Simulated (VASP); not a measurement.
# AlRu in VASP: notebook, part 2 of 2

VASP 6.6.1. The steps go on from the part before.

**6. Single point, PBE (atoms displaced along a vibrational mode)**

Input file INCAR:

```
SYSTEM = AlRu
PREC = Accurate
ENCUT = 520
EDIFF = 1E-6
ISMEAR = 0
SIGMA = 0.15
LREAL = .FALSE.
LASPH = .TRUE.
NELM = 100
ALGO = Fast
ISIF = 2
LWAVE = .FALSE.
LCHARG = .FALSE.
GGA = PE
NBANDS = 25
```

Input file KPOINTS:

```
Automatic mesh
0
G
  14 14 8
  0 0 0
```

Input file POSCAR:

```
AlRu
1.0
    3.0038895946      0.0000000000      0.0000000000
    0.0000000000      3.0038895946      0.0000000000
    0.0000000000      0.0000000000      6.0077791893
Al Ru
2 2
Direct
    0.0000000000      0.0000000000      0.0000000000
    0.0000000000      0.0000000000      0.5000000000
    0.4838209766      0.5000000000      0.2500000000
    0.5161790234      0.5000000000      0.7500000000
```

Potentials or basis: VASP PAW PBE potentials, release 64 (Al, Ru_pv).

Started as:

```bash
$ cat potpaw_PBE.64/Al/POTCAR potpaw_PBE.64/Ru_pv/POTCAR > POTCAR
$ mpirun -np 1 vasp_std > vasp.out
```

OUTCAR:

```text
SYSTEM = AlRu
   PREC = Accurate
   ENCUT = 520
   EDIFF = 1E-6
   ISMEAR = 0
   LREAL = .FALSE.
   LASPH = .TRUE.
   NELM = 100
   ISIF = 2
   GGA = PE

 ion  position               nearest neighbor table
   1  0.000  0.000  0.000-   3 2.57   4 2.57   3 2.57   4 2.57   4 2.63   4 2.63   3 2.63   3 2.63
                             2 3.00   2 3.00
   2  0.000  0.000  0.500-   3 2.57   4 2.57   3 2.57   4 2.57   4 2.63   4 2.63   3 2.63   3 2.63
                             1 3.00   1 3.00
   3  0.484  0.500  0.250-   1 2.57   2 2.57   1 2.57   2 2.57   1 2.63   2 2.63   1 2.63   2 2.63
                             4 3.01   4 3.01
   4  0.516  0.500  0.750-   1 2.57   2 2.57   1 2.57   2 2.57   1 2.63   2 2.63   1 2.63   2 2.63
                             3 3.01   3 3.01

  LATTYP: Found a simple tetragonal cell.
 ALAT       =     3.0038895946
 C/A-ratio  =     2.0000000000

  Lattice vectors:

 A1 = (   3.0038895946,   0.0000000000,   0.0000000000)
 A2 = (   0.0000000000,   3.0038895946,   0.0000000000)
 A3 = (   0.0000000000,   0.0000000000,   6.0077791893)

Analysis of symmetry for initial positions (statically):
=====================================================================
 Subroutine PRICEL returns:
 Original cell was already a primitive cell.

 Routine SETGRP: Setting up the symmetry group for a
 simple tetragonal supercell.

 Subroutine GETGRP returns: Found  8 space group operations
 (whereof  4 operations were pure point group operations)
 out of a pool of 16 trial point group operations.

The static configuration has the point symmetry C_2h.
 The point group associated with its full space group is D_2h.

Analysis of symmetry for dynamics (positions and initial velocities):
=====================================================================
 Subroutine PRICEL returns:
 Original cell was already a primitive cell.

 Routine SETGRP: Setting up the symmetry group for a
 simple tetragonal supercell.

 Subroutine GETGRP returns: Found  8 space group operations
 (whereof  4 operations were pure point group operations)
 out of a pool of 16 trial point group operations.

The dynamic configuration has the point symmetry C_2h.
 The point group associated with its full space group is D_2h.

 Subroutine INISYM returns: Found  8 space group operations
 (whereof  4 operations are pure point group operations),
 and found     1 'primitive' translations

----------------------------------------------------------------------------------------

                                     Primitive cell

  volume of cell :      54.2103

  direct lattice vectors                    reciprocal lattice vectors
     3.003889595  0.000000000  0.000000000     0.332901716  0.000000000  0.000000000
     0.000000000  3.003889595  0.000000000     0.000000000  0.332901716  0.000000000
     0.000000000  0.000000000  6.007779189     0.000000000  0.000000000  0.166450858

  length of vectors
     3.003889595  3.003889595  6.007779189     0.332901716  0.332901716  0.166450858

  position of ions in fractional coordinates (direct lattice)
     0.000000000  0.000000000  0.000000000
     0.000000000  0.000000000  0.500000000
     0.483820977  0.500000000  0.250000000
     0.516179023  0.500000000  0.750000000

  ion indices of the primitive-cell ions
   primitive index   ion index
                 1           1
                 2           2
[... 31 lines left out ...]
  0.000000  0.000000  0.000000      1.000000
  0.071429  0.000000  0.000000      2.000000
  0.000000  0.071429  0.000000      2.000000
  0.142857  0.000000  0.000000      2.000000
  0.000000  0.142857  0.000000      2.000000
  0.214286  0.000000  0.000000      2.000000
[... 16 lines left out ...]
  0.357143  0.071429  0.000000      4.000000
 -0.071429  0.357143  0.000000      4.000000
 [... further k-points ...]
   k-points           NKPTS =    320   k-points in BZ     NKDIM =    320   number of bands    NBANDS=     25
   number of dos      NEDOS =    301   number of ions     NIONS =      4
   total plane-waves  NPLWV =  27648
   dimension x,y,z NGX =    24 NGY =   24 NGZ =   48
   dimension x,y,z NGXF=    48 NGYF=   48 NGZF=   96
   ions per type =               2   2
   NGX,Y,Z   is equivalent  to a cutoff of  13.28, 13.28, 13.28 a.u.
   NGXF,Y,Z  is equivalent  to a cutoff of  26.56, 26.56, 26.56 a.u.
 SYSTEM =  AlRu
   PREC   = accura    normal or accurate (medium, high low for compatibility)
   ISTART =      0    job   : 0-new  1-cont  2-samecut
   ICHARG =      2    charge: 1-file 2-atom 10-const
   ISPIN  =      1    spin polarized calculation?
   LNONCOLLINEAR =      F non collinear calculations
   LSORBIT =      F    spin-orbit coupling
   LASPH  =      T    aspherical Exc in radial PAW
   ENCUT  =  520.0 eV  38.22 Ry    6.18 a.u.   5.59  5.59 11.17*2*pi/ulx,y,z
   NELM   =    100;   NELMIN=  2; NELMDL= -5     # of ELM steps
   EDIFF  = 0.1E-05   stopping-criterion for ELM
   LREAL  =      F    real-space projection
   EDIFFG = 0.1E-04   stopping-criterion for IOM
   NSW    =      0    number of steps for IOM
   IBRION =     -1    ionic relax: 0-MD 1-quasi-New 2-CG
   NFREE  =      0    steps in history (QN), initial steepest desc. (CG)
   ISIF   =      2    stress and relaxation
   ISYM   =      2    0-nonsym 1-usesym 2-fastsym
   POTIM  = 0.5000    time-step for ionic-motion
   TEBEG  =    0.0;   TEEND  =   0.0 temperature during run
   PSTRESS=    0.0 pullay stress
   NELECT =      34.0000    total number of electrons
   NUPDOWN=      -1.0000    fix difference up-down
   EMIN   =  10.00;   EMAX   =-10.00  energy-range for DOS
   EFERMI =   0.00;   METHOD = LEGACY
   ISMEAR =     0;   SIGMA  =   0.15  broadening in eV -4-tet -1-fermi 0-gaus
   EFERMI_NEDOS =   21; number of points for ismear=-14 and -15
   IALGO  =     68    algorithm
   IMIX   =      4    mixing-type and parameters
     AMIX     =   0.40;   BMIX     =  1.00
     AMIX_MAG =   1.60;   BMIX_MAG =  1.00
  volume/ion in A,a.u.               =      13.55        91.46
  Fermi-wavevector in a.u.,A,eV,Ry     =   1.401330  2.648130 26.718122  1.963727
  Thomas-Fermi vector in A             =   2.524202
   LORBIT       =      0    0 simple, 1 ext, 2 COOP (PROOUT), +10 PAW based schemes
   GGA     = PE    functional components
   LHFCALC =     F    Hartree Fock is set to
   AEXX    =    0.0000 exact exchange contribution
   IVDW    =     0    specifies the selected vdW correction
   LEPSILON=     F    determine dielectric tensor
   LRPA    =     F    only Hartree local field effects (RPA)
 non-spin polarized calculation
 RMM-DIIS sequential band-by-band and
 Gauss-broadening in eV      SIGMA  =   0.15
  energy-cutoff  :      520.00
  volume of cell :       54.21
 maximum number of plane-waves:      1486
 NGX is ok and might be reduce to    24
   NGX = 11   NGY = 11   NGZ = 23

 number of electron      33.9999995 magnetization

 Free energy of the ion-electron system (eV)
  ---------------------------------------------------
  ext. energy  EPLUGINS =         0.00000000
  ---------------------------------------------------
  free energy    TOTEN  =       -28.50900948 eV

  energy without entropy =      -28.46780581  energy(sigma->0) =      -28.48840764

 E-fermi :  10.5475     XC(G=0): -12.5024

 val. band max:       10.5451476704   @ k =   0.4286   0.1429   0.2500
 cond. band min:      10.5486029008   @ k =  -0.0714   0.4286   0.2500
 fundamental gap:      0.0034552304
 Fermi energy:        10.5474584392

 k-point     1 :       0.0000    0.0000    0.0000
  band No.  band energies     occupation
      1     -31.4187      2.00000
      2     -31.2204      2.00000
      3     -31.2162      2.00000
      4     -31.2142      2.00000
      5     -31.1993      2.00000
      6     -31.1976      2.00000
[... 661 lines left out ...]
     24      19.7550      0.00000
     25      20.0850      0.00000

 [... further k-points ...]

------------------------ aborting loop because EDIFF is reached ----------------------------------------

  FORCE on cell =-STRESS in cart. coord.  units (eV):
  Direction    XX          YY          ZZ          XY          YZ          ZX
  --------------------------------------------------------------------------------------
  -------------------------------------------------------------------------------------
  Total        0.0852932      0.1186167      0.0488608      0.0000000      0.0000000      0.0000000
  in kB        2.5208283      3.5056976      1.4440729      0.0000000      0.0000000      0.0000000
  external PRESSURE =       2.4901996 kB  Pullay stress =       0.0000000 kB

 VOLUME and BASIS-vectors are now :
 -----------------------------------------------------------------------------
  energy-cutoff  :      520.00
  volume of cell :       54.21
      direct lattice vectors                 reciprocal lattice vectors
     3.003889595  0.000000000  0.000000000     0.332901716  0.000000000  0.000000000
     0.000000000  3.003889595  0.000000000     0.000000000  0.332901716  0.000000000
     0.000000000  0.000000000  6.007779189     0.000000000  0.000000000  0.166450858

 POSITION                                       TOTAL-FORCE (eV/Angst)
 -----------------------------------------------------------------------------------
      0.00000      0.00000      0.00000         0.000000      0.000000      0.000000
      0.00000      0.00000      3.00389         0.000000      0.000000      0.000000
      1.45334      1.50194      1.50194         0.439231      0.000000      0.000000
      1.55054      1.50194      4.50583        -0.439231     -0.000000     -0.000000
 -----------------------------------------------------------------------------------
    total drift:                                0.000000      0.000000      0.000000

  FREE ENERGIE OF THE ION-ELECTRON SYSTEM (eV)
  ---------------------------------------------------
  free  energy   TOTEN  =       -28.5090094752 eV

  energy  without entropy=      -28.4678058058  energy(sigma->0) =      -28.48840764
```

Wall time 5.5 min (1 thread of Intel Xeon Platinum 8259CL at 2.50GHz (Skylake/Cascade Lake), shared host); peak memory 0.45 GiB.

What came out:

* Free energy: -28.5090 eV
* Pressure: 0.2 GPa
* Largest force: 0.439 eV/Å
* Band gap on the k mesh: zero (bands 17 and 18 overlap by 2.97 eV)

Forces on the atoms (eV/Å):
```
Al   0.000  0.000  0.000
Al   0.000  0.000  0.000
Ru   0.439  0.000  0.000
Ru  -0.439  0.000  0.000
```

Caveat: the cell differs from its parent crystal (atoms displaced along a vibrational mode).

**7. Single point, PBE (atoms displaced along a vibrational mode)**

Input file INCAR:

```
SYSTEM = AlRu
ALGO = Fast
EDIFF = 1E-6
ENCUT = 520
GGA = PE
ISIF = 2
ISMEAR = 0
LASPH = .True.
LCHARG = .False.
LREAL = .False.
LWAVE = .False.
NBANDS = 25
NELM = 80
PREC = Accurate
SIGMA = 0.15
```

Input file KPOINTS:

```
k-points
0
Gamma
  14 14 8
  0 0 0
```

POSCAR: that of step 6 with these lines changed.

```diff
@@ -8,4 +8,4 @@
 Direct
-    0.0000000000      0.0000000000      0.0000000000
-    0.0000000000      0.0000000000      0.5000000000
+    0.0000000000      0.0000000000     -0.0049935257
+    0.0000000000      0.0000000000      0.5049935257
     0.4838209766      0.5000000000      0.2500000000
```

Started as:

```bash
$ cat potpaw_PBE.64/Al/POTCAR potpaw_PBE.64/Ru_pv/POTCAR > POTCAR
$ mpirun -np 1 vasp_std > vasp.out
```

It took 5.1 min on 1 thread of Intel Xeon Platinum 8259CL at 2.50GHz (Skylake/Cascade Lake), shared host; peak memory 0.45 GiB.

The run converged. Its results:

```
Free energy            : -28.4993 eV
Pressure               : 0.3 GPa
Largest force          : 0.473 eV/Å
Band gap on the k mesh : zero (bands 17 and 18 overlap by 2.82 eV)
```

Forces on the atoms (eV/Å):
```
Al   0.034  0.000  0.323
Al   0.034  0.000 -0.323
Ru   0.406  0.000  0.000
Ru  -0.473  0.000  0.000
```

Stress tensor (GPa, compression positive):
```
0.30 0.00 0.00
0.00 0.40 0.00
0.00 0.00 0.25
```

Levels at points of the mesh, in eV from the Fermi level:
| k point | band 13 | band 14 | band 15 | band 16 | band 17 | band 18 | band 19 | band 20 | band 21 | band 22 |
| --- | --- | --- | --- | --- | --- | --- | --- | --- | --- | --- |
| (0.00, 0.00, 0.00) | -1.58 | -1.57 | 0.15 | 0.16 | 0.16 | 0.42 | 2.22 | 6.01 | 6.02 | 6.05 |
| (0.50, 0.00, 0.00) | -1.60 | -1.34 | -1.25 | -1.15 | -1.13 | 0.41 | 1.49 | 2.25 | 5.20 | 6.09 |
| (0.00, 0.50, 0.00) | -1.59 | -1.37 | -1.33 | -1.14 | -1.13 | 0.41 | 1.49 | 2.24 | 5.22 | 6.10 |
| (0.50, 0.50, 0.00) | -1.36 | -1.18 | -1.16 | 1.50 | 1.59 | 1.60 | 2.53 | 4.08 | 4.10 | 4.11 |
| (0.00, 0.00, 0.50) | -0.88 | -0.87 | -0.81 | -0.80 | 0.24 | 0.34 | 3.04 | 3.08 | 7.75 | 7.82 |
| (0.50, 0.00, 0.50) | -1.62 | -1.48 | -1.46 | -1.29 | -0.50 | -0.42 | 2.07 | 2.12 | 6.99 | 7.18 |
| (0.00, 0.50, 0.50) | -1.71 | -1.55 | -1.42 | -1.26 | -0.49 | -0.41 | 2.07 | 2.12 | 7.09 | 7.36 |
| (0.50, 0.50, 0.50) | -1.34 | -1.31 | 1.53 | 1.57 | 1.74 | 1.76 | 1.95 | 1.97 | 4.43 | 4.50 |

Caveat: the cell differs from its parent crystal (atoms displaced along a vibrational mode).

**8. The runs side by side**

| cell | further INCAR settings | gap on the mesh (eV) | pressure (GPa) | largest force (eV/Å) |
| --- | --- | --- | --- | --- |
| as given, atomic positions A | ALGO = Fast; EDIFF = 1e-07; NBANDS = 25 | none | 0.7 | 0.68 |
| as given, atomic positions B | ALGO = Fast; EDIFF = 1e-07; NBANDS = 25 | none | 0.5 | 0.65 |
| as given, atomic positions C | ALGO = Fast; EDIFF = 1e-06; NBANDS = 25 | none | 0.4 | 0.60 |
| as given, atomic positions D | ALGO = Fast; EDIFF = 1e-06; NBANDS = 25 | none | 1.0 | 0.84 |
| as given, atomic positions E | ALGO = Fast; EDIFF = 1e-06; NBANDS = 25 | none | 0.2 | 0.44 |
| as given, atomic positions F | ALGO = Fast; EDIFF = 1e-06; NBANDS = 25 | none | 0.3 | 0.47 |

Alike in all rows: task single point; level PBE; potentials or basis VASP PAW PBE potentials, release 64 (Al, Ru_pv); no spin polarisation; k mesh 14 × 14 × 8; cutoff (eV) 520; smearing gaussian 0.15 eV.

Total energies depend on the potentials used, so only differences within one code and one set of settings carry meaning.
